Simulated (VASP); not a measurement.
A run of VASP 6.6.1:

Contents of INCAR:

```
  PREC = Accurate
  ENCUT = 520
  EDIFF = 1E-6
  ISMEAR = 0
  SIGMA = 0.05
  LREAL = F
  LASPH = T
  NELM = 60
  ALGO = Normal
  ISIF = 2
  LWAVE = F
  LCHARG = F
  GGA = CA
  NBANDS = 11
```

The input KPOINTS:

```
regular mesh
0
Gamma
  10 10 10
```

POSCAR

```
BP
1.0
    0.0000000000      2.2690000000      2.2690000000
    2.2690000000      0.0000000000      2.2690000000
    2.2690000000      2.2690000000      0.0000000000
P B
1 1
Direct
    0.7500000000      0.7500000000      0.7500000000
    0.0000000000      0.0000000000      0.0000000000
```

Potentials or basis: VASP PAW LDA potentials, release 64 (P, B).

Launch:

```sh
$ cat potpaw_LDA.64/P/POTCAR potpaw_LDA.64/B/POTCAR > POTCAR
$ mpirun -np 1 vasp_std > vasp.out
```

Hardware: 1 thread of Intel Xeon 6975P-C, on a shared host.

**Question.** Estimate the wall time of this run.

**Answer.** It took 12 s on 1 thread of Intel Xeon 6975P-C, with other jobs on the host, peak memory 0.13 GiB. Counts: scf iterations 12, k points 47.
